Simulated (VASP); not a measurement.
Se:

```xyz
2
Lattice="4.0627 0.0000 0.0000 0.0000 4.0627 0.0000 0.0000 0.0000 3.7059" Properties=species:S:1:pos:R:3 pbc="T T T"
Se    0.0000    2.0313    2.9396
Se    2.0313    0.0000    0.7663
```

The cell was generated, and may not be a known phase.

```yaml
Program: VASP 6.6.1
Task: relaxation of cell and atoms
Functional: PBE
Potentials_or_basis: VASP PAW PBE potentials, release 64 (Se)
Cutoff: 600 eV
k_mesh: 4 × 4 × 6
Occupations: gaussian, width 0.1 eV
Spin: no spin polarisation
```

At the start: pressure -10.3 GPa; volume 30.58 Å³/atom.

Question: How do energy, volume and symmetry change on relaxing?

Answer: Over 30 steps the energy falls by 952.8 meV/atom and the volume is 30.70 Å³/atom (+0.4 %); space group P4/nmm (No. 129, to 0.1 Å) before and after.

Step by step:
| step | energy change (eV) | largest force (eV/Å) | pressure (GPa) | volume (Å³) |
| --- | --- | --- | --- | --- |
| 1 | 0.0000 | 0.8890 | -10.34 | 61.17 |
| 2 | -0.9716 | 0.9952 | -3.64 | 45.28 |
| 3 | -1.0306 | 0.8733 | 1.22 | 42.04 |
| 4 | -1.1676 | 1.0345 | 2.89 | 42.05 |
| 5 | -1.3164 | 0.6992 | 12.72 | 41.78 |
| 6 | -1.3310 | 0.8667 | 9.52 | 41.88 |
| 7 | -1.3695 | 0.8368 | 9.39 | 42.33 |
| 8 | -1.4913 | 0.8691 | 9.36 | 43.68 |
| 9 | -1.6825 | 0.1593 | 9.27 | 46.44 |
| 10 | -1.5622 | 1.5311 | 10.18 | 52.15 |
| 11 | -1.6989 | 0.8940 | 9.77 | 48.83 |
| 12 | -1.8244 | 0.7457 | 4.76 | 52.15 |
| 13 | -1.8628 | 0.6366 | 1.41 | 55.17 |
| 14 | -1.8637 | 0.6148 | 0.90 | 55.72 |
| 15 | -1.8754 | 0.5052 | 0.74 | 55.79 |
| 16 | -1.8960 | 0.1125 | 0.25 | 56.02 |
| 17 | -1.8975 | 0.0382 | 0.07 | 56.11 |
| 18 | -1.8975 | 0.0245 | 0.08 | 56.10 |
| 19 | -1.8979 | 0.0231 | 0.15 | 56.16 |
| 20 | -1.8989 | 0.0183 | 0.34 | 56.33 |
| 21 | -1.8994 | 0.0078 | 0.75 | 56.66 |
| 22 | -1.8995 | 0.0096 | 0.74 | 56.72 |
| 23 | -1.9000 | 0.0151 | 0.70 | 56.89 |
| 24 | -1.9008 | 0.0260 | 0.63 | 57.24 |
| 25 | -1.9020 | 0.0477 | 0.50 | 57.94 |
| 26 | -1.9036 | 0.0897 | 0.27 | 59.34 |
| 27 | -1.9038 | 0.1669 | -0.12 | 62.16 |
| 28 | -1.9041 | 0.1270 | 0.07 | 60.78 |
| 29 | -1.9049 | 0.0919 | 0.00 | 60.98 |
| 30 | -1.9056 | 0.0192 | -0.12 | 61.41 |

Final structure:
```
Se
1.0
     3.56550    0.00000    0.00000
     0.00000    3.56550    0.00000
     0.00000    0.00000    4.83032
Se
2
Direct
  0.00000 0.50000 0.91715
  0.50000 0.00000 0.08285
```

Caveat: a cell axis changed by over 15 % at a fixed basis, so the end point is rough; this functional lacks dispersion, which binds layers or chains, so the pressure and a relaxed spacing across them are unreliable.
